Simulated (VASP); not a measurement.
Write the native input for VASP 6.6.1 that does the following.

- Task: single point
- Functional: PBEsol
- Potentials or basis: VASP PAW PBE potentials, release 64 (Zn, Se, S)
- Cutoff: 500 eV
- k mesh: 1 × 1 × 1, shifted
- Occupations: fermi-dirac, width 0.05 eV
- Spin: no spin polarisation
- Dipole correction: no
- Further INCAR settings: LREAL = Auto; ALGO = Normal; EDIFF = 1e-06; NBANDS = 326; ISYM = -1

The structure of Zn8Se7S lies in POSCAR:

```
Zn8Se7S
1.0
   11.1974991763      0.0000000000      0.0000000000
    0.0000000000     11.1974991763      0.0000000000
    0.0000000000      0.0000000000     11.1974991763
Zn Se S
32 28 4
Direct
    0.9989400000      0.0009850000      0.9991230000
    0.0007450000      0.0009890000      0.5010380000
    0.0008440000      0.4990260000      0.9991910000
    0.9986750000      0.4990700000      0.5011490000
    0.4950370000      0.0060160000      0.9943170000
    0.5045510000      0.0058830000      0.5058940000
    0.5046720000      0.4944420000      0.9944780000
    0.4949850000      0.4943390000      0.5060730000
    0.2556590000      0.2452670000      0.9944750000
    0.2555160000      0.2549470000      0.5059230000
    0.2509620000      0.7490630000      0.9991310000
    0.2508530000      0.7510620000      0.5010760000
    0.7440770000      0.2548080000      0.9943660000
    0.7439460000      0.2451380000      0.5060200000
    0.7489460000      0.7510450000      0.9990870000
    0.7487870000      0.7490220000      0.5010590000
    0.2510240000      0.0012540000      0.2511190000
    0.2555690000      0.0058450000      0.7548160000
    0.2510140000      0.4991940000      0.2492450000
    0.2557070000      0.4943450000      0.7453360000
    0.7489610000      0.0010910000      0.2490600000
    0.7440620000      0.0058820000      0.7452260000
    0.7489090000      0.4991070000      0.2511570000
    0.7440100000      0.4941830000      0.7550710000
    0.9999230000      0.2500730000      0.2502350000
    0.9998620000      0.2501260000      0.7502710000
    0.0000580000      0.7501030000      0.2501110000
    0.9999220000      0.7500150000      0.7499500000
    0.5000380000      0.2503190000      0.2502210000
    0.4997750000      0.2501300000      0.7502490000
    0.4999760000      0.7503020000      0.2501160000
    0.4999820000      0.7501830000      0.7502220000
    0.1262710000      0.1255290000      0.1231560000
    0.1274700000      0.1262030000      0.6262310000
    0.1250610000      0.6244530000      0.1244950000
    0.1263860000      0.6230270000      0.6255060000
    0.6232260000      0.1262650000      0.1219410000
    0.6239930000      0.6232150000      0.1232450000
    0.6232970000      0.6218080000      0.6264080000
    0.3760000000      0.3735010000      0.1219160000
    0.3753040000      0.8766210000      0.1231360000
    0.3759740000      0.8777700000      0.6262550000
    0.8728970000      0.3741060000      0.1232040000
    0.8715390000      0.3733660000      0.6263610000
    0.8743520000      0.8751730000      0.1245510000
    0.8728700000      0.8764890000      0.6255610000
    0.3760070000      0.1264200000      0.3779080000
    0.3754420000      0.6232520000      0.3766300000
    0.3760550000      0.6218640000      0.8735090000
    0.8729160000      0.1255870000      0.3766250000
    0.8716310000      0.1261640000      0.8735420000
    0.8743730000      0.6245930000      0.3752350000
    0.8730180000      0.6230730000      0.8741550000
    0.1263110000      0.3743370000      0.3766060000
    0.1277700000      0.3734710000      0.8735240000
    0.1250690000      0.8752800000      0.3752050000
    0.1263030000      0.8764510000      0.8741970000
    0.6233350000      0.3736030000      0.3781580000
    0.6240450000      0.8767030000      0.3766390000
    0.6232950000      0.8780160000      0.8735960000
    0.6212460000      0.1280230000      0.6282310000
    0.3778090000      0.3715650000      0.6281410000
    0.3776200000      0.1280080000      0.8716530000
    0.6212590000      0.3714800000      0.8718130000
```

These files were run (other wordings do the same):

INCAR

```
SYSTEM = Zn8Se7S
ALGO = Normal ; EDIFF = 1E-6
ENCUT = 500 ; GGA = PS
GGA_COMPAT = .False. ; ISIF = 2
ISMEAR = -1 ; ISYM = -1
LASPH = .True. ; LCHARG = .False.
LREAL = Auto ; LWAVE = .False.
NBANDS = 326 ; NELM = 120
PREC = Accurate ; SIGMA = 0.05
```

KPOINTS

```
explicit points
1
Reciprocal
  0.25000000   0.25000000   0.25000000 1
```

Potentials or basis: VASP PAW PBE potentials, release 64 (Zn, Se, S).

Launch:

```bash
$ cat potpaw_PBE.64/Zn/POTCAR potpaw_PBE.64/Se/POTCAR potpaw_PBE.64/S/POTCAR > POTCAR
$ mpirun -np 1 vasp_std > vasp.out
```

Results of the run:

The pressure is 0.2 GPa, the largest force is 0.012 eV/Å and the band gap on the k mesh is 2.45 eV.

Caveat: the PAW data sets were made with another functional, which shifts forces and pressure a little; a shifted mesh leaves out Γ, where band edges can lie.

It took 15 min on 1 thread of Intel(R) Xeon(R) Platinum 8488C (Sapphire Rapids) (shared host), peak memory 1.2 GiB.
